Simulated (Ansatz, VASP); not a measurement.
## Ge: VASP beside Ansatz

```xyz
3
Lattice="4.7962 0.0000 0.0000 -2.3981 4.1537 0.0000 0.0000 0.0000 2.8255" Properties=species:S:1:pos:R:3 pbc="T T T"
Ge    0.0000    0.0000    0.0000
Ge    0.0000    2.7691    1.4128
Ge    2.3981    1.3846    1.4128
```

Alike in both runs: functional r2SCAN; k mesh 6 × 6 × 8; occupations gaussian, width 0.1 eV; no spin polarisation.

Ansatz relaxed the structure, and its values are those at the end. VASP's run is a single point on that final structure, the one shown.

|  | VASP | Ansatz |
| --- | --- | --- |
| version | VASP 6.6.1 | Ansatz 0.2.0 |
| potentials or method | VASP PAW PBE potentials, release 64 (Ge_d), cutoff 520 eV | scalar-relativistic, plane waves, PAW |
| valence electrons in the cell | 42 | 42 |

```tsv
	VASP	Ansatz	Ansatz less VASP
gap on the k mesh at the Fermi level (eV)	none	none	-
pressure (GPa)	-0.1	0.0	+0.13
```

VASP's potentials were made for PBE, not for r2SCAN. A gap of «none» marks a metal or a gap that the smearing closes.
